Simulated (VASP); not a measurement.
Here is a VASP 6.6.1 calculation.

Contents of INCAR:

```
SYSTEM = CdS
ALGO     = Normal         ! electronic algorithm
EDIFF    = 1E-6           ! SCF threshold, eV
ENCUT    = 630            ! plane-wave cutoff, eV
GGA      = CA             ! functional
GGA_COMPAT= .FALSE.      
ISIF     = 2              ! what is computed and relaxed
ISMEAR   = 0              ! smearing method
LASPH    = .TRUE.         ! aspherical terms in the spheres
LCHARG   = .FALSE.        ! write CHGCAR
LREAL    = .FALSE.        ! projectors in reciprocal space
LWAVE    = .FALSE.        ! write WAVECAR
NBANDS   = 20             ! bands
NELM     = 120            ! most SCF steps
PREC     = Accurate       ! precision mode
SIGMA    = 0.01           ! smearing width, eV
```

The input KPOINTS:

```
k-points
0
G
  8 8 8
  0 0 0
```

Contents of POSCAR:

```
CdS
1.0
    2.8290697295      2.8290697295      0.0000000000
   -2.8290697295      2.8290697295      0.0000000000
    0.0000000000      2.8290697295      2.8290697295
Cd S
1 1
Direct
    0.0000000000      0.0000000000      0.0000000000
    0.7500000000      0.2500000000      0.5000000000
```

Potentials or basis: VASP PAW LDA potentials, release 64 (Cd_sv_GW, S).

The run is started by

```bash
$ cat potpaw_LDA.64/Cd_sv_GW/POTCAR potpaw_LDA.64/S/POTCAR > POTCAR
$ mpirun -np 1 vasp_std > vasp.out
```

Problem. Predict the pressure.

Solution. 3.9 GPa.

Problem. Predict the band gap on the k mesh.

Solution. 1.07 eV.

Caveat: the cell stands under pressure.
